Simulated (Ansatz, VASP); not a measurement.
## Two plane-wave programs on Si3N4

Contents of INCAR:

```
ALGO     = Normal         # electronic algorithm
EDIFF    = 1E-8           # SCF threshold, eV
ENCUT    = 520            # plane-wave cutoff, eV
GGA      = PE             # functional
ISIF     = 2              # what is computed and relaxed
ISMEAR   = 0              # smearing method
LASPH    = T              # aspherical terms in the spheres
LCHARG   = F              # write CHGCAR
LEFG     = T            
LREAL    = F              # projectors in reciprocal space
LWAVE    = F              # write WAVECAR
NBANDS   = 45             # bands
NELM     = 80             # most SCF steps
PREC     = Accurate       # precision mode
SIGMA    = 0.01           # smearing width, eV
```

KPOINTS

```
k-points
0
Gamma
  6 6 8
```

File POSCAR:

```
Si3N4
1.0
    7.6636192489      0.0000000000      0.0000000000
   -3.8318096245      6.6368889545      0.0000000000
    0.0000000000      0.0000000000      2.9264354541
Si N
6 8
Direct
    0.7689127089      0.1750130426      0.2500000000
    0.5938996663      0.7689127089      0.7500000000
    0.8249869574      0.5938996663      0.2500000000
    0.2310872911      0.8249869574      0.7500000000
    0.4061003337      0.2310872911      0.2500000000
    0.1750130426      0.4061003337      0.7500000000
    0.0308339544      0.3300008820      0.2500000000
    0.7008330724      0.0308339544      0.7500000000
    0.6699991180      0.7008330724      0.2500000000
    0.9691660456      0.6699991180      0.7500000000
    0.2991669276      0.9691660456      0.2500000000
    0.3300008820      0.2991669276      0.7500000000
    0.6666666667      0.3333333333      0.2500000000
    0.3333333333      0.6666666667      0.7500000000
```

Input for Ansatz:

```yaml
crystal:
  lattice:
    - [7.6636192489, 0.0, 0.0]
    - [-3.8318096245, 6.6368889545, 0.0]
    - [0.0, 0.0, 2.9264354541]
  atoms:
    - { symbol: Si, position: [0.7689127089, 0.1750130426, 0.25] }
    - { symbol: Si, position: [0.5938996663, 0.7689127089, 0.75] }
    - { symbol: Si, position: [0.8249869574, 0.5938996663, 0.25] }
    - { symbol: Si, position: [0.2310872911, 0.8249869574, 0.75] }
    - { symbol: Si, position: [0.4061003337, 0.2310872911, 0.25] }
    - { symbol: Si, position: [0.1750130426, 0.4061003337, 0.75] }
    - { symbol: "N", position: [0.0308339544, 0.330000882, 0.25] }
    - { symbol: "N", position: [0.7008330724, 0.0308339544, 0.75] }
    - { symbol: "N", position: [0.669999118, 0.7008330724, 0.25] }
    - { symbol: "N", position: [0.9691660456, 0.669999118, 0.75] }
    - { symbol: "N", position: [0.2991669276, 0.9691660456, 0.25] }
    - { symbol: "N", position: [0.330000882, 0.2991669276, 0.75] }
    - { symbol: "N", position: [0.6666666667, 0.3333333333, 0.25] }
    - { symbol: "N", position: [0.3333333333, 0.6666666667, 0.75] }
basis:
  ecutwfc: 420
kpoints:
  mp_grid: { grid: [6, 6, 8] }
hamiltonian:
  xc: pbe
scf:
  occupations: { method: fixed }
output:
  forces: true
  stress: true
  eigenvalues: true
  efg: {}
checkpoint:
  read: start.run
  write: ck
  compress: false
  write_wavefunctions: false
  write_every: 100000
```

Alike in both runs: task electric field gradients; functional PBE; k mesh 6 × 6 × 8; no spin polarisation.

```csv
,VASP,Ansatz
version,VASP 6.6.1,Ansatz 0.2.0
potentials or method,"VASP PAW PBE potentials, release 64 (Si, N), cutoff 520 eV","scalar-relativistic, plane waves, PAW"
occupations,"gaussian, width 0.01 eV",fixed
valence electrons in the cell,64,64
```

|  | VASP | Ansatz | Ansatz less VASP |
| --- | --- | --- | --- |
| gap on the k mesh at the Fermi level (eV) | 4.26 | 4.27 | +0.011 |
| least direct gap on the mesh (eV) | 4.44 | 4.45 | +0.011 |
| pressure (GPa) | -0.3 | 0.0 | +0.28 |
| size of Vzz on the site where it differs most (V/Å²) | 48.7 | 51.3 | +2.62 |
